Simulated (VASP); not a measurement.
Wanted: the native input for a VASP 6.6.1 run.

```
Task                   : single point
Functional             : PBE
Potentials or basis    : VASP PAW PBE potentials, release 64 (Pb_d, Se)
Cutoff                 : 520 eV
k mesh                 : 10 × 10 × 10
Occupations            : gaussian, width 0.03 eV
Spin                   : no spin polarisation
Dipole correction      : no
Further INCAR settings : ALGO = Normal; EDIFF = 1e-06; NBANDS = 17
```

The structure of PbSe lies in POSCAR:

```
PbSe
1.0
    0.0000000000      3.0621500000      3.0621500000
    3.0621500000      0.0000000000      3.0621500000
    3.0621500000      3.0621500000      0.0000000000
Pb Se
1 1
Direct
    0.0000000000      0.0000000000      0.0000000000
    0.5489851901      0.4510148099      0.4510148099
```

This cell differs from its parent crystal: all Se atoms moved -0.300 Å, as atom 2 along Cartesian [1 0 0].

The input as run:

INCAR

```
  PREC = Accurate
  ENCUT = 520
  EDIFF = 1E-6
  ISMEAR = 0
  SIGMA = 0.03
  LREAL = False
  LASPH = True
  NELM = 100
  ALGO = Normal
  ISIF = 2
  LWAVE = False
  LCHARG = True
  GGA = PE
  LELF = True
  LVHAR = True
  NBANDS = 17
```

KPOINTS

```
Automatic mesh
0
Gamma
  10 10 10
```

Potentials or basis: VASP PAW PBE potentials, release 64 (Pb_d, Se).

Run with:

```sh
$ cat potpaw_PBE.64/Pb_d/POTCAR potpaw_PBE.64/Se/POTCAR > POTCAR
$ mpirun -np 1 vasp_std > vasp.out
```

Results of the run:

```
Pressure               : 3.7 GPa
Largest force          : 0.554 eV/Å
Band gap on the k mesh : 0.96 eV
```

Caveat: the cell differs from its parent crystal (all Se atoms moved -0.300 Å, as atom 2 along Cartesian [1 0 0]); the cell stands under pressure; spin-orbit coupling is left out, which moves the levels of the heavy elements.

Run time: 95 s on 1 thread of Intel Xeon 8259CL, with other jobs on the host, peak memory 0.25 GiB.
